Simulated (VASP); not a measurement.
A run of VASP 6.6.1:

The input INCAR:

```
SYSTEM = W
PREC = Accurate ; ENCUT = 520
EDIFF = 1E-6 ; ISMEAR = -1
SIGMA = 0.1 ; LREAL = .False.
LASPH = .True. ; NELM = 80
ALGO = Normal ; ISIF = 2
LWAVE = .False. ; LCHARG = .True.
GGA = PS ; LELF = .True.
LVHAR = .True. ; NBANDS = 21
```

Contents of KPOINTS:

```
Automatic mesh
0
Gamma
  16 16 9
  0 0 0
```

The input POSCAR:

```
W
1.0
    2.6854725447      0.0000000000      0.0000000000
   -1.3427362724      2.3256874449      0.0000000000
    0.0000000000      0.0000000000      4.7032203655
W
2
Direct
    0.3333333333      0.6666666667      0.2500000000
    0.6666666667      0.3333333333      0.7500000000
```

Potentials or basis: VASP PAW PBE potentials, release 64 (W_sv).

The run is started by

```console
$ cat potpaw_PBE.64/W_sv/POTCAR > POTCAR
$ mpirun -np 1 vasp_std > vasp.out
```

Hardware: 1 thread of Intel(R) Xeon(R) 6975P-C (Granite Rapids), on a shared host.

Estimate the wall time of this run.

It took 25 s on 1 thread of Intel(R) Xeon(R) 6975P-C (Granite Rapids), on a shared host, peak memory 0.19 GiB. Counts: scf iterations 11, k points 150.
